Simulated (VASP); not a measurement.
Set up this calculation in VASP 6.6.1, as the native input.

```
Task                               : G0W0 quasiparticle levels
Functional                         : HSE06
Potentials or basis                : VASP PAW PBE potentials, release 64 (Be_GW, S_GW)
Cutoff                             : 500 eV
k mesh                             : 4 × 4 × 4
Occupations                        : gaussian, width 0.01 eV
Spin                               : no spin polarisation
Dipole correction                  : no
GW scheme                          : G0W0
GW iterations                      : 1
Cutoff of the response function    : 110
Frequency points                   : 96
Empty bands                        : 90
Grid for exact exchange (PRECFOCK) : Fast
Further INCAR settings             : ALGO = EVGW0; EDIFF = 1e-08; NBANDS = 94
Share of exact exchange            : 0.25
Screening parameter                : 0.2 1/Å
```

The system is BeS.

```
Be S
1.0
     0.00000    2.43431    2.43431
     2.43431    0.00000    2.43431
     2.43431    2.43431    0.00000
Be S
1 1
Cartesian
  0.0000 0.0000 0.0000
  1.2172 1.2172 1.2172
```

The input as run:

POSCAR

```
BeS
1.0
    0.0000000000      2.4343066366      2.4343066366
    2.4343066366      0.0000000000      2.4343066366
    2.4343066366      2.4343066366      0.0000000000
Be S
1 1
Direct
    0.0000000000      0.0000000000      0.0000000000
    0.2500000000      0.2500000000      0.2500000000
```

INCAR.step1

```
SYSTEM = BeS
PREC = Accurate ; ENCUT = 500
EDIFF = 1E-5 ; ISMEAR = 0
SIGMA = 0.02 ; LREAL = .False.
LASPH = .True. ; NELM = 100
ALGO = Normal ; ISIF = 2
LWAVE = .True. ; LCHARG = .False.
GGA = PE
```

INCAR.step2

```
SYSTEM = BeS
PREC = Accurate ; ENCUT = 500
EDIFF = 1E-8 ; ISMEAR = 0
SIGMA = 0.01 ; LREAL = .False.
LASPH = .True. ; NELM = 100
ALGO = Normal ; LWAVE = .True.
LCHARG = .False. ; GGA = PE
LHFCALC = .True. ; HFSCREEN = 0.2
PRECFOCK = Fast ; ISTART = 1
```

INCAR.step3

```
SYSTEM = BeS
PREC = Accurate ; ENCUT = 500
EDIFF = 1E-8 ; ISMEAR = 0
SIGMA = 0.01 ; LREAL = .False.
LASPH = .True. ; NELM = 1
ALGO = Exact ; LWAVE = .True.
LCHARG = .False. ; GGA = PE
LHFCALC = .True. ; HFSCREEN = 0.2
PRECFOCK = Fast ; ISTART = 1
NBANDS = 94 ; LOPTICS = .True.
```

INCAR.step4

```
SYSTEM = BeS
PREC = Accurate ; ENCUT = 500
EDIFF = 1E-8 ; ISMEAR = 0
SIGMA = 0.01 ; LREAL = .False.
LASPH = .True. ; ALGO = EVGW0
LWAVE = .False. ; LCHARG = .False.
GGA = PE ; LHFCALC = .True.
HFSCREEN = 0.2 ; PRECFOCK = Fast
ISTART = 1 ; NELMGW = 1
NBANDS = 94 ; ENCUTGW = 110.0
NOMEGA = 96 ; NBANDSGW = 12
OMEGAMAX = 20
```

KPOINTS

```
regular mesh
0
Gamma
  4 4 4
  0 0 0
```

Potentials or basis: VASP PAW PBE potentials, release 64 (Be_GW, S_GW).

Command:

```bash
$ cat potpaw_PBE.64/Be_GW/POTCAR potpaw_PBE.64/S_GW/POTCAR > POTCAR
$ cp INCAR.step1 INCAR
$ mpirun -np 1 vasp_std > vasp.out
$ cp INCAR.step2 INCAR
$ mpirun -np 1 vasp_std > vasp.out
$ cp INCAR.step3 INCAR
$ mpirun -np 1 vasp_std > vasp.out
$ cp INCAR.step4 INCAR
$ mpirun -np 1 vasp_std > vasp.out
```

It gave:

```json
{
  "Quasiparticle gap": "4.74 eV",
  "Least direct quasiparticle gap": "7.63 eV",
  "Band gap of the starting levels on the mesh": "4.12 eV",
  "Least direct gap of the starting levels on the mesh": "6.90 eV"
}
```

Caveat: the k points lie up to 0.56 Å⁻¹ apart; bands, screening cutoff and mesh are small and nothing is extrapolated, so the quasiparticle values aren't converged.

Run time: 5.1 min on 1 thread of AMD EPYC 7R13 Processor (Zen 3), with other jobs on the host, peak memory 0.4 GiB.
